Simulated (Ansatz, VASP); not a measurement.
## One calculation of Si, two programs

Contents of POSCAR:

```
Si
1.0
    4.1672003396      0.0000000000      0.0000000000
   -2.0836001698      3.0281586097      0.0000000000
    0.0000000000      0.0000000000      6.3418199288
Si
4
Direct
    0.3333333333      0.6666666667      0.0630908785
    0.6666666667      0.3333333333      0.5630908785
    0.3333333333      0.6666666667      0.4369091215
    0.6666666667      0.3333333333      0.9369091215
```

The input INCAR.step1:

```
SYSTEM = Si
  PREC = Accurate
  ENCUT = 520
  ISMEAR = 0
  SIGMA = 0.05
  LREAL = .FALSE.
  LASPH = .TRUE.
  NELM = 80
  NBANDS = 16
  GGA = PE
  ALGO = Normal
  EDIFF = 1E-4
  LWAVE = .TRUE.
  LCHARG = .FALSE.
```

Contents of INCAR.step2:

```
SYSTEM = Si
  PREC = Accurate
  ENCUT = 520
  EDIFF = 1E-7
  ISMEAR = 0
  SIGMA = 0.05
  LREAL = .FALSE.
  LASPH = .TRUE.
  NELM = 80
  ALGO = Normal
  ISIF = 2
  LWAVE = .FALSE.
  LCHARG = .FALSE.
  METAGGA = R2SCAN
  LMIXTAU = .TRUE.
  NBANDS = 16
  ISTART = 1
```

KPOINTS

```
Automatic mesh
0
G
  12 12 4
  0 0 0
```

Input for Ansatz:

```yaml
crystal:
  lattice:
    - [4.1672003414, 0.0, 0.0]
    - [-2.0836001707, 3.028158611, 0.0]
    - [0.0, 0.0, 6.3418199217]
  atoms:
    - { symbol: Si, position: [0.3333333333, 0.6666666667, 0.0630908784] }
    - { symbol: Si, position: [0.6666666667, 0.3333333333, 0.5630908784] }
    - { symbol: Si, position: [0.3333333333, 0.6666666667, 0.4369091216] }
    - { symbol: Si, position: [0.6666666667, 0.3333333333, 0.9369091216] }
basis:
  ecutwfc: 500
kpoints:
  mp_grid: { grid: [12, 12, 4] }
hamiltonian:
  xc: r2scan
scf:
  occupations: { method: gaussian, width: 0.05 }
output:
  forces: true
  stress: true
  eigenvalues: true
```

Change from the starting cell: strain +0.0875 x Voigt [1, -1, 0, 0, 0, 0], atoms carried along.

Alike in both runs: task single point; functional r2SCAN; k mesh 12 × 12 × 4; occupations gaussian, width 0.05 eV; no spin polarisation.

|  | VASP | Ansatz |
| --- | --- | --- |
| version | VASP 6.6.1 | Ansatz 0.2.0 |
| potentials or method | VASP PAW PBE potentials, release 64 (Si), cutoff 520 eV | scalar-relativistic, plane waves, PAW |
| valence electrons in the cell | 16 | 16 |

Ansatz gave:

| Item | Value |
| --- | --- |
| gap on the k mesh at the Fermi level (eV) | none |
| pressure (GPa) | 2.7 |
| traceless stress, the component that is largest in VASP (GPa) | 17.81 |
| rms of the force components (eV/Å) | 1.158 |

Question: Estimate VASP's values.

Answer: gap on the k mesh at the Fermi level (eV): none; pressure (GPa): 2.4; traceless stress, the component that is largest in VASP (GPa): 17.86; rms of the force components (eV/Å): 1.149.

VASP's potentials were made for PBE, not for r2SCAN. Atom by atom the forces differ by 0.009 eV/Å (rms over components). A gap of «none» marks a metal or a gap that the smearing closes.
